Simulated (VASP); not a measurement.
Write the native input for VASP 6.6.1 that does the following.

```yaml
Task: single point
Functional: PBE
Potentials_or_basis: VASP PAW PBE potentials, release 64 (W_sv, C)
Cutoff: 520 eV
k_mesh: 3 × 3 × 3
Occupations: fermi-dirac, width 0.3 eV
Spin: no spin polarisation
Dipole_correction: no
Further_INCAR_settings: LREAL = Auto; ALGO = Normal; EDIFF = 1e-07; NBANDS = 86
```

The structure of WC lies in POSCAR:

```
WC
1.0
   -2.9993780000     -5.1950750000      0.0000000000
    4.4990670000     -2.5975380000      0.0000000000
    0.0000000000      0.0000000000      5.8881830000
W C
8 8
Direct
    0.7432038311      0.4375683271     -0.0283788734
    0.8225118498      0.5073994113      0.4880622766
    0.5249671423     -0.0171869196      0.0321661198
    0.5516753514      0.0118208758      0.5265461349
    0.2587690539      0.4854887041     -0.0281750754
    0.2752022398      0.5114472720      0.4955858199
    0.0161863158     -0.0210157174     -0.0265616745
    0.0697681572      0.0112603515      0.5107348056
    0.5064946314      0.6712211342      0.2222077677
    0.4995229836      0.6758864110      0.7350484861
    0.3517116128      0.1997783260      0.2834320876
    0.3064010786      0.1684377348      0.7551056073
   -0.0134406390      0.6473534275      0.2235324547
    0.0338831102      0.6225798049      0.7580606785
    0.7316136157      0.1487610172      0.2546795845
    0.7406443880      0.1366666651      0.7683864445
```

One way to write it, as run:

INCAR

```
ALGO = Normal
EDIFF = 1E-7
ENCUT = 520
GGA = PE
ISIF = 2
ISMEAR = -1
LASPH = T
LCHARG = F
LREAL = Auto
LWAVE = F
NBANDS = 86
NELM = 100
PREC = Accurate
SIGMA = 0.3
```

KPOINTS

```
k-points
0
Gamma
  3 3 3
```

Potentials or basis: VASP PAW PBE potentials, release 64 (W_sv, C).

The run is started by

```bash
$ cat potpaw_PBE.64/W_sv/POTCAR potpaw_PBE.64/C/POTCAR > POTCAR
$ mpirun -np 1 vasp_std > vasp.out
```

Results of the run:

```json
{"Pressure": "-5.6 GPa", "Largest force": "7.325 eV/Å", "Band gap on the k mesh": "zero (bands 72 and 73 overlap by 0.11 eV)"}
```

Caveat: the k points lie up to 0.40 Å⁻¹ apart; so wide a smearing shifts energies and pressures; spin-orbit coupling is left out, which moves the levels of the heavy elements; forces of over 1 eV/Å act on the atoms, so gaps and moduli don't describe the material at rest.

Wall time 9.1 min on 1 thread of Intel Xeon 8259CL, with other jobs on the host, peak memory 0.37 GiB.
